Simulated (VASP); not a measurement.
# PbF2 (Pnma) in VASP: notebook

The runs below take PbF2 through relaxation of shape and atoms at fixed volume, single point, with PBE.

Program: VASP 6.6.1. These are calculated values, not measurements. Logs are shortened: lines on timing, memory, paths and dates and some standing lists are left out, and cuts for length are marked.

### 1 The cell of the first run

Symmetry: Pnma, No. 62, orthorhombic system. The conventional cell has a = 6.392 Å, b = 3.851 Å, c = 7.604 Å, α = 90.00°, β = 90.00°, γ = 90.00°. Within 3.2 Å of Pb (site symmetry m) lie 9 F at 2.41 to 3.06 Å. Within 3.3 Å of F (site symmetry m) lie 4 Pb at 2.44 to 2.59 Å and 8 F at 2.83 to 3.25 Å. F (site symmetry m) has 5 Pb at 2.41 to 3.06 Å and 8 F at 2.96 to 3.25 Å within 3.3 Å.

### 2 Relaxation of shape and atoms at fixed volume, PBE (15.60 Å³/atom)

INCAR reads:

```
SYSTEM = PbF2
ALGO = Normal
EDIFF = 1E-7
EDIFFG = -0.01
ENCUT = 600
GGA = PE
GGA_COMPAT = .FALSE.
IBRION = 2
ISIF = 4
ISMEAR = 0
KPAR = 4
LASPH = .TRUE.
LCHARG = .FALSE.
LREAL = .FALSE.
LWAVE = .FALSE.
NELM = 120
NELMIN = 4
NSW = 60
PREC = Accurate
SIGMA = 0.05
```

KPOINTS reads:

```
k-points
0
G
  4 6 4
  0 0 0
```

POSCAR reads:

```
PbF2
1.0
    6.3916149499      0.0000000000      0.0000000000
    0.0000000000      3.8514535416      0.0000000000
    0.0000000000      0.0000000000      7.6038601751
Pb F
4 8
Direct
    0.7438630904      0.7500000000      0.1028927334
    0.2561369096      0.2500000000      0.8971072666
    0.7561369096      0.2500000000      0.6028927334
    0.2438630904      0.7500000000      0.3971072666
    0.1408634819      0.7500000000      0.0683563584
    0.8591365181      0.2500000000      0.9316436416
    0.3591365181      0.2500000000      0.5683563584
    0.6408634819      0.7500000000      0.4316436416
    0.5227024282      0.7500000000      0.8469429962
    0.4772975718      0.2500000000      0.1530570038
    0.9772975718      0.2500000000      0.3469429962
    0.0227024282      0.7500000000      0.6530570038
```

Potentials or basis: VASP PAW PBE potentials, release 64 (Pb_d, F).

The run is started by

```console
$ cat potpaw_PBE.64/Pb_d/POTCAR potpaw_PBE.64/F/POTCAR > POTCAR
$ mpirun -np 4 vasp_std > vasp.out
```

OUTCAR:

```text
SYSTEM = PbF2
   EDIFF = 1E-7
   EDIFFG = -0.01
   ENCUT = 600
   GGA = PE
   IBRION = 2
   ISIF = 4
   ISMEAR = 0
   LASPH = .TRUE.
   LREAL = .FALSE.
   NELM = 120
   NELMIN = 4
   NSW = 60
   PREC = Accurate

 ion  position               nearest neighbor table
   1  0.744  0.750  0.103-   9 2.41   6 2.44   6 2.44   5 2.55   8 2.59  10 2.60  10 2.60   4 3.90
                             4 3.90   2 3.98   2 3.98   2 4.11   2 4.11
   2  0.256  0.250  0.897-  10 2.41   5 2.44   5 2.44   6 2.55   7 2.59   9 2.60   9 2.60   3 3.90
                             3 3.90   1 3.98   1 3.98   1 4.11   1 4.11
   3  0.756  0.250  0.603-  11 2.41   8 2.44   8 2.44   7 2.55   6 2.59  12 2.60  12 2.60   2 3.90
                             2 3.90   4 3.98   4 3.98   4 4.11   4 4.11
   4  0.244  0.750  0.397-  12 2.41   7 2.44   7 2.44   8 2.55   5 2.59  11 2.60  11 2.60   1 3.90
                             1 3.90   3 3.98   3 3.98   3 4.11   3 4.11
   5  0.141  0.750  0.068-   2 2.44   2 2.44   1 2.55   4 2.59
   6  0.859  0.250  0.932-   1 2.44   1 2.44   2 2.55   3 2.59
   7  0.359  0.250  0.568-   4 2.44   4 2.44   3 2.55   2 2.59
   8  0.641  0.750  0.432-   3 2.44   3 2.44   4 2.55   1 2.59
   9  0.523  0.750  0.847-   1 2.41   2 2.60   2 2.60
  10  0.477  0.250  0.153-   2 2.41   1 2.60   1 2.60
  11  0.977  0.250  0.347-   3 2.41   4 2.60   4 2.60
  12  0.023  0.750  0.653-   4 2.41   3 2.60   3 2.60

  LATTYP: Found a simple orthorhombic cell.
 ALAT       =     3.8514535416
 B/A-ratio  =     1.6595331817
 C/A-ratio  =     1.9742832396

  Lattice vectors:

 A1 = (   0.0000000000,  -3.8514535416,   0.0000000000)
 A2 = (   6.3916149499,   0.0000000000,   0.0000000000)
 A3 = (   0.0000000000,   0.0000000000,   7.6038601751)

Analysis of symmetry for initial positions (statically):
=====================================================================
 Subroutine PRICEL returns:
 Original cell was already a primitive cell.

 Routine SETGRP: Setting up the symmetry group for a
 simple orthorhombic supercell.

 Subroutine GETGRP returns: Found  8 space group operations
 (whereof  2 operations were pure point group operations)
 out of a pool of  8 trial point group operations.

The static configuration has the point symmetry S_2 .
 The point group associated with its full space group is D_2h.

Analysis of symmetry for dynamics (positions and initial velocities):
=====================================================================
 Subroutine PRICEL returns:
 Original cell was already a primitive cell.

 Routine SETGRP: Setting up the symmetry group for a
 simple orthorhombic supercell.

 Subroutine GETGRP returns: Found  8 space group operations
 (whereof  2 operations were pure point group operations)
 out of a pool of  8 trial point group operations.

The dynamic configuration has the point symmetry S_2 .
 The point group associated with its full space group is D_2h.

 Subroutine INISYM returns: Found  8 space group operations
 (whereof  2 operations are pure point group operations),
 and found     1 'primitive' translations

----------------------------------------------------------------------------------------

                                     Primitive cell

  volume of cell :     187.1843

  direct lattice vectors                    reciprocal lattice vectors
     6.391614950  0.000000000  0.000000000     0.156454982  0.000000000  0.000000000
     0.000000000  3.851453542  0.000000000     0.000000000  0.259642234  0.000000000
     0.000000000  0.000000000  7.603860175     0.000000000  0.000000000  0.131512150

  length of vectors
     6.391614950  3.851453542  7.603860175     0.156454982  0.259642234  0.131512150

  position of ions in fractional coordinates (direct lattice)
     0.743863090  0.750000000  0.102892733
     0.256136910  0.250000000  0.897107267
     0.756136910  0.250000000  0.602892733
     0.243863090  0.750000000  0.397107267
     0.140863482  0.750000000  0.068356358
     0.859136518  0.250000000  0.931643642
     0.359136518  0.250000000  0.568356358
     0.640863482  0.750000000  0.431643642
     0.522702428  0.750000000  0.846942996
     0.477297572  0.250000000  0.153057004
     0.977297572  0.250000000  0.346942996
     0.022702428  0.750000000  0.653057004

[... 27 lines left out ...]
     0.000000000  0.043273706  0.000000000     0.000000000  0.166666667  0.000000000
     0.000000000  0.000000000  0.032878038     0.000000000  0.000000000  0.250000000

  Length of vectors
     0.039113745  0.043273706  0.032878038

  Shift w.r.t. Gamma in fractional coordinates (k-lattice)
     0.000000000  0.000000000  0.000000000

 Subroutine IBZKPT returns following result:
 ===========================================

 Found     36 irreducible k-points:

 Following reciprocal coordinates:
            Coordinates               Weight
  0.000000  0.000000  0.000000      1.000000
  0.250000  0.000000  0.000000      2.000000
  0.500000  0.000000  0.000000      1.000000
  0.000000  0.166667  0.000000      2.000000
  0.250000  0.166667  0.000000      4.000000
  0.500000  0.166667  0.000000      2.000000
[... 16 lines left out ...]
  0.250000  0.500000  0.250000      4.000000
  0.500000  0.500000  0.250000      2.000000
 [... further k-points ...]
   k-points           NKPTS =     36   k-points in BZ     NKDIM =     36   number of bands    NBANDS=     67
   number of dos      NEDOS =    301   number of ions     NIONS =     12
   total plane-waves  NPLWV = 110592
   dimension x,y,z NGX =    54 NGY =   32 NGZ =   64
   dimension x,y,z NGXF=   108 NGYF=   64 NGZF=  128
   ions per type =               4   8
   NGX,Y,Z   is equivalent  to a cutoff of  14.05, 13.81, 13.99 a.u.
   NGXF,Y,Z  is equivalent  to a cutoff of  28.09, 27.63, 27.99 a.u.
 SYSTEM =  PbF2
   PREC   = accura    normal or accurate (medium, high low for compatibility)
   ISTART =      0    job   : 0-new  1-cont  2-samecut
   ICHARG =      2    charge: 1-file 2-atom 10-const
   ISPIN  =      1    spin polarized calculation?
   LNONCOLLINEAR =      F non collinear calculations
   LSORBIT =      F    spin-orbit coupling
   LASPH  =      T    aspherical Exc in radial PAW
   ENCUT  =  600.0 eV  44.10 Ry    6.64 a.u.  12.77  7.69 15.19*2*pi/ulx,y,z
   NELM   =    120;   NELMIN=  4; NELMDL= -5     # of ELM steps
   EDIFF  = 0.1E-06   stopping-criterion for ELM
   LREAL  =      F    real-space projection
   EDIFFG = -.1E-01   stopping-criterion for IOM
   NSW    =     60    number of steps for IOM
   IBRION =      2    ionic relax: 0-MD 1-quasi-New 2-CG
   NFREE  =      1    steps in history (QN), initial steepest desc. (CG)
   ISIF   =      4    stress and relaxation
   ISYM   =      2    0-nonsym 1-usesym 2-fastsym
   POTIM  = 0.5000    time-step for ionic-motion
   TEBEG  =    0.0;   TEEND  =   0.0 temperature during run
   PSTRESS=    0.0 pullay stress
   NELECT =     112.0000    total number of electrons
   NUPDOWN=      -1.0000    fix difference up-down
   EMIN   =  10.00;   EMAX   =-10.00  energy-range for DOS
   EFERMI =   0.00;   METHOD = LEGACY
   ISMEAR =     0;   SIGMA  =   0.05  broadening in eV -4-tet -1-fermi 0-gaus
   EFERMI_NEDOS =   21; number of points for ismear=-14 and -15
   IALGO  =     38    algorithm
   IMIX   =      4    mixing-type and parameters
     AMIX     =   0.40;   BMIX     =  1.00
     AMIX_MAG =   1.60;   BMIX_MAG =  1.00
  volume/ion in A,a.u.               =      15.60       105.27
  Fermi-wavevector in a.u.,A,eV,Ry     =   1.379508  2.606893 25.892481  1.903044
  Thomas-Fermi vector in A             =   2.504471
   LORBIT       =      0    0 simple, 1 ext, 2 COOP (PROOUT), +10 PAW based schemes
   GGA     = PE    functional components
   LHFCALC =     F    Hartree Fock is set to
   AEXX    =    0.0000 exact exchange contribution
   IVDW    =     0    specifies the selected vdW correction
   LEPSILON=     F    determine dielectric tensor
   LRPA    =     F    only Hartree local field effects (RPA)
 conjugate gradient relaxation of ions
 non-spin polarized calculation
 Gauss-broadening in eV      SIGMA  =   0.05
  energy-cutoff  :      600.00
  volume of cell :      187.18
 maximum number of plane-waves:      6278
 NGX is ok and might be reduce to    54
   NGX = 25   NGY = 15   NGZ = 31

--------------------------------------- Ionic step        1  -------------------------------------------

 number of electron     111.9999981 magnetization

 Free energy of the ion-electron system (eV)
  ---------------------------------------------------
  ext. energy  EPLUGINS =         0.00000000
  ---------------------------------------------------
  free energy    TOTEN  =       -56.90667623 eV

  energy without entropy =      -56.90667623  energy(sigma->0) =      -56.90667623

------------------------ aborting loop because EDIFF is reached ----------------------------------------

  FORCE on cell =-STRESS in cart. coord.  units (eV):
  Direction    XX          YY          ZZ          XY          YZ          ZX
  --------------------------------------------------------------------------------------
  -------------------------------------------------------------------------------------
  Total        6.0981844      6.3337125      6.2753172     -0.0000000      0.0000000      0.0000000
  in kB       52.1965439     54.2125126     53.7126868     -0.0000000      0.0000000      0.0000000
  external PRESSURE =      53.3739145 kB  Pullay stress =       0.0000000 kB
[... 119 lines left out ...]
  FREE ENERGIE OF THE ION-ELECTRON SYSTEM (eV)
  ---------------------------------------------------
  free  energy   TOTEN  =       -56.9327458955 eV

  energy  without entropy=      -56.9327458955  energy(sigma->0) =      -56.93274590

[... ionic steps 4 to 7 ...]

--------------------------------------- Ionic step        8  -------------------------------------------

 number of electron     111.9999995 magnetization

------------------------ aborting loop because EDIFF is reached ----------------------------------------
[... 87 lines left out ...]
--------------------------------------- Ionic step       10  -------------------------------------------

 number of electron     111.9999996 magnetization

 Free energy of the ion-electron system (eV)
  ---------------------------------------------------
  ext. energy  EPLUGINS =         0.00000000
  ---------------------------------------------------
  free energy    TOTEN  =       -56.94121652 eV

  energy without entropy =      -56.94121652  energy(sigma->0) =      -56.94121652

 E-fermi :   3.1773     XC(G=0): -10.1423

 val. band max:        2.9516232858   @ k =   0.0000   0.3333   0.0000
 cond. band min:       7.1963711285   @ k =   0.0000   0.0000   0.0000
 fundamental gap:      4.2447478428
 Fermi energy:         3.1773280442

 k-point     1 :       0.0000    0.0000    0.0000
  band No.  band energies     occupation
      1     -18.5863      2.00000
      2     -18.4553      2.00000
      3     -18.2232      2.00000
      4     -18.2106      2.00000
      5     -17.8470      2.00000
      6     -17.8191      2.00000
[... 1669 lines left out ...]
     66      10.7430      0.00000
     67      10.7430      0.00000

 [... further k-points ...]
[... 5 lines left out ...]
  --------------------------------------------------------------------------------------
  -------------------------------------------------------------------------------------
  Total        4.7437785      4.7121705      4.6929519      0.0000000      0.0000000      0.0000000
  in kB       40.6036989     40.3331541     40.1686553      0.0000000      0.0000000      0.0000000
  external PRESSURE =      40.3685028 kB  Pullay stress =       0.0000000 kB
[... 27 lines left out ...]
  FREE ENERGIE OF THE ION-ELECTRON SYSTEM (eV)
  ---------------------------------------------------
  free  energy   TOTEN  =       -56.9412165247 eV

  energy  without entropy=      -56.9412165247  energy(sigma->0) =      -56.94121652

 reached required accuracy - stopping structural energy minimisation
```

Wall time 25 min (4 MPI ranks of Intel Xeon Platinum 8259CL at 2.50GHz (Skylake/Cascade Lake), shared host); peak memory 0.6 GiB.

Results:

```
Free energy                  : -56.9412 eV
Energy gained by relaxing    : 2.9 meV/atom
Ionic steps                  : 10
Pressure after relaxing      : 4.0 GPa
Largest force after relaxing : 0.009 eV/Å
Band gap on the k mesh       : 4.24 eV (least direct gap 4.54 eV)
```

Forces on the atoms (eV/Å):
```
Pb  -0.003  0.000  0.003
Pb   0.003  0.000 -0.003
Pb   0.003  0.000  0.003
Pb  -0.003  0.000 -0.003
F   -0.007  0.000 -0.005
F    0.007  0.000  0.005
F    0.007  0.000 -0.005
F   -0.007  0.000  0.005
F    0.003  0.000  0.008
F   -0.003  0.000 -0.008
F   -0.003  0.000  0.008
F    0.003  0.000 -0.008
```

Step by step:
```csv
step,energy change (eV),largest force (eV/Å),pressure (GPa),volume (Å³)
1,0.0000,0.1987,5.34,187.18
2,-0.0109,0.1445,5.10,187.18
3,-0.0261,0.0646,4.49,187.18
4,-0.0263,0.0602,4.43,187.18
5,-0.0286,0.0516,4.37,187.18
6,-0.0309,0.0427,4.24,187.18
7,-0.0328,0.0284,4.16,187.18
8,-0.0342,0.0223,4.04,187.18
9,-0.0342,0.0234,4.03,187.18
10,-0.0345,0.0086,4.04,187.18
```

Final structure:
```yaml
crystal:
  lattice:
    - [6.36414, 0.00000, 0.00000]
    - [0.00000, 3.85916, 0.00000]
    - [0.00000, 0.00000, 7.62143]
  atoms:
    - { symbol: Pb, position: [0.74517, 0.75000, 0.10917] }
    - { symbol: Pb, position: [0.25483, 0.25000, 0.89083] }
    - { symbol: Pb, position: [0.75483, 0.25000, 0.60917] }
    - { symbol: Pb, position: [0.24517, 0.75000, 0.39083] }
    - { symbol: F, position: [0.14149, 0.75000, 0.06627] }
    - { symbol: F, position: [0.85851, 0.25000, 0.93373] }
    - { symbol: F, position: [0.35851, 0.25000, 0.56627] }
    - { symbol: F, position: [0.64149, 0.75000, 0.43373] }
    - { symbol: F, position: [0.52898, 0.75000, 0.83904] }
    - { symbol: F, position: [0.47102, 0.25000, 0.16096] }
    - { symbol: F, position: [0.97102, 0.25000, 0.33904] }
    - { symbol: F, position: [0.02898, 0.75000, 0.66096] }
```

Caveat: spin-orbit coupling is left out, which moves the levels of the heavy elements. PBE gaps usually lie below the measured ones, often by a third to a half.

### 3 Single point, PBE (16.28 Å³/atom)

This run uses another cell than the first one, of 16.28 Å³/atom.

INCAR reads:

```
ALGO     = Normal         # electronic algorithm
EDIFF    = 1E-6           # SCF threshold, eV
ENCUT    = 600            # plane-wave cutoff, eV
GGA      = PE             # functional
GGA_COMPAT= F            
ISIF     = 2              # what is computed and relaxed
ISMEAR   = 0              # smearing method
LASPH    = T              # aspherical terms in the spheres
LCHARG   = F              # write CHGCAR
LREAL    = F              # projectors in reciprocal space
LWAVE    = F              # write WAVECAR
NBANDS   = 68             # bands
NELM     = 120            # most SCF steps
PREC     = Accurate       # precision mode
SIGMA    = 0.05           # smearing width, eV
```

KPOINTS reads:

```
k-points
0
Gamma
  4 6 4
```

Changes to POSCAR since step 2:

```diff
@@ -2,5 +2,5 @@
 1.0
-    6.3916149499      0.0000000000      0.0000000000
-    0.0000000000      3.8514535416      0.0000000000
-    0.0000000000      0.0000000000      7.6038601751
+    6.4829360729      0.0000000000      0.0000000000
+    0.0000000000      3.9064817411      0.0000000000
+    0.0000000000      0.0000000000      7.7125014270
 Pb F
```

Potentials or basis: VASP PAW PBE potentials, release 64 (Pb_d, F).

The run is started by

```console
$ cat potpaw_PBE.64/Pb_d/POTCAR potpaw_PBE.64/F/POTCAR > POTCAR
$ mpirun -np 1 vasp_std > vasp.out
```

It took 8.4 min on 1 thread of Intel Xeon Platinum 8488C (Sapphire Rapids), shared host; peak memory 0.58 GiB.

Results (log left out):

```
Free energy            : -57.0975 eV
Pressure               : 1.6 GPa
Largest force          : 0.020 eV/Å
Band gap on the k mesh : 4.35 eV (least direct gap 4.57 eV)
```

Forces in eV/Å, atoms in the order of the input:
```
Pb   0.003  0.000  0.019
Pb  -0.003  0.000 -0.019
Pb  -0.003  0.000  0.019
Pb   0.003  0.000 -0.019
F    0.002  0.000  0.010
F   -0.002  0.000 -0.010
F   -0.002  0.000  0.010
F    0.002  0.000 -0.010
F   -0.002  0.000 -0.006
F    0.002  0.000  0.006
F    0.002  0.000 -0.006
F   -0.002  0.000  0.006
```

Levels at points of the mesh, in eV from the valence-band top:
```tsv
k point	band 52	band 53	band 54	band 55	band 56	band 57	band 58	band 59	band 60	band 61
(0.00, 0.00, 0.00)	-1.70	-1.63	-0.37	-0.29	-0.22	4.35	4.84	5.66	5.77	6.71
(0.50, 0.00, 0.00)	-1.70	-0.90	-0.90	-0.26	-0.26	4.43	4.43	5.43	5.43	7.02
(0.00, 0.50, 0.00)	-1.70	-0.63	-0.63	-0.13	-0.13	4.88	4.88	5.60	5.60	6.45
(0.50, 0.50, 0.00)	-1.75	-0.47	-0.47	-0.47	-0.47	4.91	4.91	4.91	4.91	6.74
(0.00, 0.00, 0.50)	-1.69	-1.13	-1.13	-0.18	-0.18	4.97	4.97	5.85	5.85	6.11
(0.50, 0.00, 0.50)	-1.73	-0.57	-0.57	-0.56	-0.56	4.76	4.76	4.97	4.97	7.06
(0.00, 0.50, 0.50)	-1.63	-0.42	-0.42	-0.20	-0.20	4.46	4.46	5.99	5.99	6.34
(0.50, 0.50, 0.50)	-1.71	-0.43	-0.43	-0.43	-0.43	4.81	4.81	4.81	4.81	6.90
```

Caveat: spin-orbit coupling is left out, which moves the levels of the heavy elements.
